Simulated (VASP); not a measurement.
Wanted: the native input for a VASP 6.6.1 run.

```yaml
Task: single point
Functional: r2SCAN
Potentials_or_basis: VASP PAW PBE potentials, release 64 (Zn, N, Sn_d)
Cutoff: 520 eV
k_mesh: 8 × 6 × 4
Occupations: gaussian, width 0.01 eV
Spin: no spin polarisation
Dipole_correction: no
Further_INCAR_settings: ALGO = Normal; EDIFF = 1e-06; NBANDS = 46
```

The system is ZnSnN2.

```xyz
8
Lattice="3.2102 0.0000 0.0000 0.0000 4.2916 0.0000 0.0000 0.0000 6.5800" Properties=species:S:1:pos:R:3 pbc="T T T"
Zn    0.0000    0.0000    5.9262
Zn    1.6051    2.1458    0.6539
N     0.0000    2.1458    5.6973
N     1.6051    0.0000    0.8827
N     0.0000    2.1458    2.6527
N     1.6051    0.0000    3.9274
Sn    0.0000    0.0000    2.3851
Sn    1.6051    2.1458    4.1949
```

These files were run (other wordings do the same):

POSCAR

```
ZnSnN2
1.0
    3.2102348802      0.0000000000      0.0000000000
    0.0000000000      4.2915871166      0.0000000000
    0.0000000000      0.0000000000      6.5800481296
Zn N Sn
2 4 2
Direct
    0.0000000000      0.0000000000      0.9006279581
    0.5000000000      0.5000000000      0.0993720419
    0.0000000000      0.5000000000      0.8658461588
    0.5000000000      0.0000000000      0.1341538412
    0.0000000000      0.5000000000      0.4031389688
    0.5000000000      0.0000000000      0.5968610312
    0.0000000000      0.0000000000      0.3624769080
    0.5000000000      0.5000000000      0.6375230920
```

INCAR.step1

```
SYSTEM = ZnSnN2
PREC = Accurate
ENCUT = 520
ISMEAR = 0
SIGMA = 0.01
LREAL = .FALSE.
LASPH = .TRUE.
NELM = 100
NBANDS = 46
GGA = PE
ALGO = Normal
EDIFF = 1E-4
LWAVE = .TRUE.
LCHARG = .FALSE.
```

INCAR.step2

```
SYSTEM = ZnSnN2
PREC = Accurate
ENCUT = 520
EDIFF = 1E-6
ISMEAR = 0
SIGMA = 0.01
LREAL = .FALSE.
LASPH = .TRUE.
NELM = 100
ALGO = Normal
ISIF = 2
LWAVE = .FALSE.
LCHARG = .FALSE.
METAGGA = R2SCAN
LMIXTAU = .TRUE.
NBANDS = 46
ISTART = 1
```

KPOINTS

```
Automatic mesh
0
G
  8 6 4
  0 0 0
```

Potentials or basis: VASP PAW PBE potentials, release 64 (Zn, N, Sn_d).

The run is started by

```sh
$ cat potpaw_PBE.64/Zn/POTCAR potpaw_PBE.64/N/POTCAR potpaw_PBE.64/Sn_d/POTCAR > POTCAR
$ cp INCAR.step1 INCAR
$ mpirun -np 1 vasp_std > vasp.out
$ cp INCAR.step2 INCAR
$ mpirun -np 1 vasp_std > vasp.out
```

Results of the run:

The pressure is 0.7 GPa. The largest force is 0.029 eV/Å. The band gap on the k mesh is 1.01 eV (least direct gap 1.36 eV).

Caveat: the PAW data sets were made with another functional, which shifts forces and pressure a little; spin-orbit coupling is left out, which moves the levels of the heavy elements.

Run time: 9.5 min on 1 thread of Intel(R) Xeon(R) Platinum 8259CL CPU @ 2.50GHz (Skylake/Cascade Lake) (shared host), peak memory 0.34 GiB.
